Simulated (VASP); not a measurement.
# YF (P6_3mc) in VASP: single point with PBE

Aim: the single point of YF with PBE.

Everything below comes from runs of VASP 6.6.1. Logs are shortened: lines on timing, memory, paths and dates and some standing lists are left out, and cuts for length are marked.

### 1 The cell of the first run

It takes space group P6_3mc (No. 186, hexagonal). Conventional cell: a = 3.538 Å, b = 3.538 Å, c = 7.569 Å, α = 90.00°, β = 90.00°, γ = 120.00°. Within 2.9 Å of Y (site symmetry 3m) lie 4 F at 2.20 to 2.59 Å. Within 2.9 Å of F (site symmetry 3m) lie 4 Y at 2.20 to 2.59 Å.

### 2 Single point, PBE

The input, POSCAR:

```
YF
1.0
    3.5382426996      0.0000000000      0.0000000000
   -1.7691213498      3.0642080626      0.0000000000
    0.0000000000      0.0000000000      7.5686803650
Y F
2 2
Direct
    0.3333333333      0.6666666667      0.3316376306
    0.6666666667      0.3333333333      0.8316376306
    0.3333333333      0.6666666667      0.0414972994
    0.6666666667      0.3333333333      0.5414972994
```

The input, INCAR.step1:

```
SYSTEM = YF
PREC = Accurate
ENCUT = 520
EDIFF = 1E-6
ISMEAR = 0
SIGMA = 0.1
LREAL = .FALSE.
LASPH = .TRUE.
NELM = 80
ALGO = Normal
ISIF = 2
LWAVE = .FALSE.
LCHARG = .TRUE.
LMAXMIX = 4
GGA = PE
NBANDS = 26
```

The input, KPOINTS.step1:

```
Automatic mesh
0
G
  18 18 6
  0 0 0
```

The input, INCAR.step2:

```
SYSTEM = YF
PREC = Accurate
ENCUT = 520
EDIFF = 1E-6
ISMEAR = -5
SIGMA = 0.1
LREAL = .FALSE.
LASPH = .TRUE.
NELM = 80
ALGO = Normal
ISIF = 2
LWAVE = .FALSE.
LCHARG = .FALSE.
LMAXMIX = 4
GGA = PE
LORBIT = 10
NEDOS = 2001
ICHARG = 11
```

The input, KPOINTS.step2:

```
Automatic mesh
0
G
  27 27 9
  0 0 0
```

Potentials or basis: VASP PAW PBE potentials, release 64 (Y_sv, F).

Started as:

```bash
$ cat potpaw_PBE.64/Y_sv/POTCAR potpaw_PBE.64/F/POTCAR > POTCAR
$ cp INCAR.step1 INCAR
$ cp KPOINTS.step1 KPOINTS
$ mpirun -np 1 vasp_std > vasp.out
$ cp INCAR.step2 INCAR
$ cp KPOINTS.step2 KPOINTS
$ mpirun -np 1 vasp_std > vasp.out
```

OUTCAR:

```text
SYSTEM = YF
   PREC = Accurate
   ENCUT = 520
   EDIFF = 1E-6
   ISMEAR = -5
   LREAL = .FALSE.
   LASPH = .TRUE.
   NELM = 80
   ISIF = 2
   GGA = PE
   LORBIT = 10
   ICHARG = 11

 ion  position               nearest neighbor table
   1  0.333  0.667  0.332-   3 2.20   4 2.59   4 2.59   4 2.59   2 4.30   2 4.30   2 4.30   2 4.30
                             2 4.30   2 4.30
   2  0.667  0.333  0.832-   4 2.20   3 2.59   3 2.59   3 2.59   1 4.30   1 4.30   1 4.30   1 4.30
                             1 4.30   1 4.30
   3  0.333  0.667  0.041-   1 2.20   2 2.59   2 2.59   2 2.59
   4  0.667  0.333  0.541-   2 2.20   1 2.59   1 2.59   1 2.59

  LATTYP: Found a hexagonal cell.
 ALAT       =     3.5382426996
 C/A-ratio  =     2.1391071805

  Lattice vectors:

 A1 = (   3.5382426996,   0.0000000000,   0.0000000000)
 A2 = (  -1.7691213498,   3.0642080626,   0.0000000000)
 A3 = (   0.0000000000,   0.0000000000,   7.5686803650)

Analysis of symmetry for initial positions (statically):
=====================================================================
 Subroutine PRICEL returns:
 Original cell was already a primitive cell.

 Routine SETGRP: Setting up the symmetry group for a
 hexagonal supercell.

 Subroutine GETGRP returns: Found 12 space group operations
 (whereof  6 operations were pure point group operations)
 out of a pool of 24 trial point group operations.

The static configuration has the point symmetry C_3v.
 The point group associated with its full space group is C_6v.

Analysis of symmetry for dynamics (positions and initial velocities):
=====================================================================
 Subroutine PRICEL returns:
 Original cell was already a primitive cell.

 Routine SETGRP: Setting up the symmetry group for a
 hexagonal supercell.

 Subroutine GETGRP returns: Found 12 space group operations
 (whereof  6 operations were pure point group operations)
 out of a pool of 24 trial point group operations.

The dynamic configuration has the point symmetry C_3v.
 The point group associated with its full space group is C_6v.

 Subroutine INISYM returns: Found 12 space group operations
 (whereof  6 operations are pure point group operations),
 and found     1 'primitive' translations

----------------------------------------------------------------------------------------

                                     Primitive cell

  volume of cell :      82.0590

  direct lattice vectors                    reciprocal lattice vectors
     3.538242700  0.000000000  0.000000000     0.282626175  0.163174298  0.000000000
    -1.769121350  3.064208063  0.000000000     0.000000000  0.326348596  0.000000000
     0.000000000  0.000000000  7.568680365     0.000000000  0.000000000  0.132123429

  length of vectors
     3.538242700  3.538242700  7.568680365     0.326348596  0.326348596  0.132123429

  position of ions in fractional coordinates (direct lattice)
     0.333333333  0.666666667  0.331637631
     0.666666667  0.333333333  0.831637631
     0.333333333  0.666666667  0.041497299
     0.666666667  0.333333333  0.541497299

  ion indices of the primitive-cell ions
   primitive index   ion index
                 1           1
                 2           2
                 3           3
                 4           4

----------------------------------------------------------------------------------------

 KPOINTS: Automatic mesh

Automatic generation of k-mesh.
 Grid dimensions read from file:
 generate k-points for:   27   27    9

 Generating k-lattice:

  Cartesian coordinates                     Fractional coordinates (reciprocal lattice)
     0.010467636  0.006043493  0.000000000     0.037037037 -0.000000000  0.000000000
     0.000000000  0.012086985  0.000000000     0.000000000  0.037037037  0.000000000
     0.000000000  0.000000000  0.014680381     0.000000000  0.000000000  0.111111111

  Length of vectors
     0.012086985  0.012086985  0.014680381

  Shift w.r.t. Gamma in fractional coordinates (k-lattice)
     0.000000000  0.000000000  0.000000000

 TETIRR: Found   6288 inequivalent tetrahedra from    39366

 Subroutine IBZKPT returns following result:
 ===========================================

 Found    375 irreducible k-points:

 Following reciprocal coordinates:
            Coordinates               Weight
  0.000000  0.000000  0.000000      1.000000
  0.037037 -0.000000  0.000000      6.000000
  0.074074 -0.000000  0.000000      6.000000
  0.111111 -0.000000  0.000000      6.000000
  0.148148 -0.000000  0.000000      6.000000
  0.185185 -0.000000  0.000000      6.000000
[... 16 lines left out ...]
  0.333333  0.037037  0.000000     12.000000
  0.370370  0.037037  0.000000     12.000000
 [... further k-points ...]
   k-points           NKPTS =    375   k-points in BZ     NKDIM =    375   number of bands    NBANDS=     22
   number of dos      NEDOS =   2001   number of ions     NIONS =      4
   total plane-waves  NPLWV =  43904
   dimension x,y,z NGX =    28 NGY =   28 NGZ =   56
   dimension x,y,z NGXF=    56 NGYF=   56 NGZF=  112
   ions per type =               2   2
   NGX,Y,Z   is equivalent  to a cutoff of  13.16, 13.16, 12.30 a.u.
   NGXF,Y,Z  is equivalent  to a cutoff of  26.31, 26.31, 24.60 a.u.
 SYSTEM =  YF
   PREC   = accura    normal or accurate (medium, high low for compatibility)
   ISTART =      0    job   : 0-new  1-cont  2-samecut
   ICHARG =     11    charge: 1-file 2-atom 10-const
   ISPIN  =      1    spin polarized calculation?
   LNONCOLLINEAR =      F non collinear calculations
   LSORBIT =      F    spin-orbit coupling
   LASPH  =      T    aspherical Exc in radial PAW
   ENCUT  =  520.0 eV  38.22 Ry    6.18 a.u.   6.58  6.58 14.07*2*pi/ulx,y,z
   NELM   =     80;   NELMIN=  2; NELMDL=  0     # of ELM steps
   EDIFF  = 0.1E-05   stopping-criterion for ELM
   LREAL  =      F    real-space projection
   EDIFFG = 0.1E-04   stopping-criterion for IOM
   NSW    =      0    number of steps for IOM
   IBRION =     -1    ionic relax: 0-MD 1-quasi-New 2-CG
   NFREE  =      0    steps in history (QN), initial steepest desc. (CG)
   ISIF   =      2    stress and relaxation
   ISYM   =      2    0-nonsym 1-usesym 2-fastsym
   POTIM  = 0.5000    time-step for ionic-motion
   TEBEG  =    0.0;   TEEND  =   0.0 temperature during run
   PSTRESS=    0.0 pullay stress
   NELECT =      36.0000    total number of electrons
   NUPDOWN=      -1.0000    fix difference up-down
   EMIN   =  10.00;   EMAX   =-10.00  energy-range for DOS
   EFERMI =   0.00;   METHOD = LEGACY
   ISMEAR =    -5;   SIGMA  =   0.10  broadening in eV -4-tet -1-fermi 0-gaus
   EFERMI_NEDOS =   21; number of points for ismear=-14 and -15
   IALGO  =     38    algorithm
   IMIX   =      4    mixing-type and parameters
     AMIX     =   0.40;   BMIX     =  1.00
     AMIX_MAG =   1.60;   BMIX_MAG =  1.00
  volume/ion in A,a.u.               =      20.51       138.44
  Fermi-wavevector in a.u.,A,eV,Ry     =   1.243943  2.350711 21.053560  1.547393
  Thomas-Fermi vector in A             =   2.378231
   LORBIT       =     10    0 simple, 1 ext, 2 COOP (PROOUT), +10 PAW based schemes
   GGA     = PE    functional components
   LHFCALC =     F    Hartree Fock is set to
   AEXX    =    0.0000 exact exchange contribution
   IVDW    =     0    specifies the selected vdW correction
   LEPSILON=     F    determine dielectric tensor
   LRPA    =     F    only Hartree local field effects (RPA)
 non-spin polarized calculation
 Fermi weights with tetrahedron method with Bloechl corrections
  energy-cutoff  :      520.00
  volume of cell :       82.06
 maximum number of plane-waves:      2248
 NGX is ok and might be reduce to    28

 number of electron      35.9999997 magnetization

 Free energy of the ion-electron system (eV)
  ---------------------------------------------------
  ext. energy  EPLUGINS =         0.00000000
  ---------------------------------------------------
  free energy    TOTEN  =       -25.67642698 eV

  energy without entropy =      -25.67642698  energy(sigma->0) =      -25.67642698

 E-fermi :   4.1896     XC(G=0):  -9.4896

 val. band max:        4.1988933560   @ k =   0.3333   0.3333   0.4444
 cond. band min:       4.1837573345   @ k =   0.1852   0.1481   0.0000
 fundamental gap:     -0.0151360215
 Fermi energy:         4.1895655152

 k-point     1 :       0.0000    0.0000    0.0000
  band No.  band energies     occupation
      1     -39.5889      2.00000
      2     -39.5761      2.00000
      3     -22.7234      2.00000
      4     -22.1183      2.00000
      5     -19.6922      2.00000
      6     -19.2578      2.00000
[... 14 lines left out ...]
     21       5.6269      0.00000
     22       5.7085      0.00000

 k-point     2 :       0.0370   -0.0000    0.0000
  band No.  band energies     occupation
      1     -39.5882      2.00000
      2     -39.5755      2.00000
      3     -22.7209      2.00000
      4     -22.1198      2.00000
      5     -19.6908      2.00000
      6     -19.2669      2.00000
[... 14 lines left out ...]
     21       5.5665      0.00000
     22       5.7239      0.00000

 k-point     3 :       0.0741   -0.0000    0.0000
  band No.  band energies     occupation
      1     -39.5860      2.00000
      2     -39.5735      2.00000
      3     -22.7137      2.00000
      4     -22.1242      2.00000
      5     -19.6867      2.00000
      6     -19.2928      2.00000
[... 14 lines left out ...]
     21       5.5624      0.00000
     22       5.7531      0.00000

 k-point     4 :       0.1111   -0.0000    0.0000
  band No.  band energies     occupation
      1     -39.5825      2.00000
      2     -39.5704      2.00000
      3     -22.7020      2.00000
      4     -22.1314      2.00000
      5     -19.6804      2.00000
      6     -19.3322      2.00000
[... 14 lines left out ...]
     21       5.6809      0.00000
     22       5.6878      0.00000

 k-point     5 :       0.1481   -0.0000    0.0000
  band No.  band energies     occupation
      1     -39.5779      2.00000
      2     -39.5664      2.00000
      3     -22.6861      2.00000
      4     -22.1413      2.00000
      5     -19.6725      2.00000
      6     -19.3814      2.00000
[... 14 lines left out ...]
     21       5.6520      0.00000
     22       5.8548      0.00000

 k-point     6 :       0.1852   -0.0000    0.0000
  band No.  band energies     occupation
      1     -39.5724      2.00000
      2     -39.5615      2.00000
      3     -22.6666      2.00000
      4     -22.1538      2.00000
      5     -19.6645      2.00000
      6     -19.4364      2.00000
[... 14 lines left out ...]
     21       5.6320      0.00000
     22       6.0695      0.00000

 k-point     7 :       0.2222   -0.0000    0.0000
  band No.  band energies     occupation
      1     -39.5663      2.00000
      2     -39.5561      2.00000
      3     -22.6441      2.00000
      4     -22.1691      2.00000
      5     -19.6585      2.00000
      6     -19.4938      2.00000
[... 324 lines left out ...]
      6     -19.5238      2.00000
[... 14 lines left out ...]
     21       5.6273      0.00000
     22       6.5173      0.00000

 k-point    21 :       0.2593    0.0370    0.0000
  band No.  band energies     occupation
      1     -39.5563      2.00000
      2     -39.5475      2.00000
      3     -22.6049      2.00000
      4     -22.1970      2.00000
      5     -19.6595      2.00000
      6     -19.5781      2.00000
[... 14 lines left out ...]
     21       5.7015      0.00000
     22       6.5468      0.00000

 k-point    22 :       0.2963    0.0370    0.0000
  band No.  band energies     occupation
      1     -39.5501      2.00000
      2     -39.5423      2.00000
      3     -22.5784      2.00000
      4     -22.2169      2.00000
      5     -19.6702      2.00000
      6     -19.6277      2.00000
[... 14 lines left out ...]
     21       5.8207      0.00000
     22       6.4068      0.00000

 k-point    23 :       0.3333    0.0370    0.0000
  band No.  band energies     occupation
      1     -39.5444      2.00000
      2     -39.5376      2.00000
      3     -22.5520      2.00000
      4     -22.2376      2.00000
      5     -19.6877      2.00000
      6     -19.6701      2.00000
[... 14 lines left out ...]
     21       5.9673      0.00000
     22       6.3247      0.00000

 k-point    24 :       0.3704    0.0370    0.0000
  band No.  band energies     occupation
      1     -39.5395      2.00000
      2     -39.5337      2.00000
      3     -22.5270      2.00000
      4     -22.2579      2.00000
      5     -19.7104      2.00000
      6     -19.7010      2.00000
[... 14 lines left out ...]
     21       6.0816      0.00000
     22       6.3749      0.00000

 [... further k-points ...]

------------------------ aborting loop because EDIFF is reached ----------------------------------------

  FORCE on cell =-STRESS in cart. coord.  units (eV):
  Direction    XX          YY          ZZ          XY          YZ          ZX
  --------------------------------------------------------------------------------------
  -------------------------------------------------------------------------------------
  Total       -0.1171933     -0.1171933      0.0291438      0.0000000     -0.0000000     -0.0000000
  in kB       -2.2881644     -2.2881644      0.5690237      0.0000000     -0.0000000     -0.0000000
  external PRESSURE =      -1.3357684 kB  Pullay stress =       0.0000000 kB

 VOLUME and BASIS-vectors are now :
 -----------------------------------------------------------------------------
  energy-cutoff  :      520.00
  volume of cell :       82.06
      direct lattice vectors                 reciprocal lattice vectors
     3.538242700  0.000000000  0.000000000     0.282626175  0.163174298  0.000000000
    -1.769121350  3.064208063  0.000000000     0.000000000  0.326348596  0.000000000
     0.000000000  0.000000000  7.568680365     0.000000000  0.000000000  0.132123429

 POSITION                                       TOTAL-FORCE (eV/Angst)
 -----------------------------------------------------------------------------------
     -0.00000      2.04281      2.51006        -0.000000      0.000000      0.002616
      1.76912      1.02140      6.29440         0.000000     -0.000000      0.002616
     -0.00000      2.04281      0.31408         0.000000     -0.000000     -0.002616
      1.76912      1.02140      4.09842        -0.000000      0.000000     -0.002616
 -----------------------------------------------------------------------------------
    total drift:                               -0.000000     -0.000000     -0.001874

  FREE ENERGIE OF THE ION-ELECTRON SYSTEM (eV)
  ---------------------------------------------------
  free  energy   TOTEN  =       -25.6764269790 eV

  energy  without entropy=      -25.6764269790  energy(sigma->0) =      -25.67642698

 total charge

# of ion       s       p       d       f       tot
--------------------------------------------------
    1        2.245   6.197   0.940   0.043   9.424
    2        2.245   6.197   0.940   0.043   9.424
    3        1.741   4.347   0.000   0.000   6.088
    4        1.741   4.347   0.000   0.000   6.088
--------------------------------------------------
tot          7.972  21.087   1.880   0.085  31.025
```

Run time: 15 min. Hardware: 1 thread of Intel Xeon Platinum 8259CL at 2.50GHz (Skylake/Cascade Lake), shared host; peak memory 0.71 GiB.

Results:

* Valence electrons inside the program's atomic spheres: Y 9.42; F 6.09
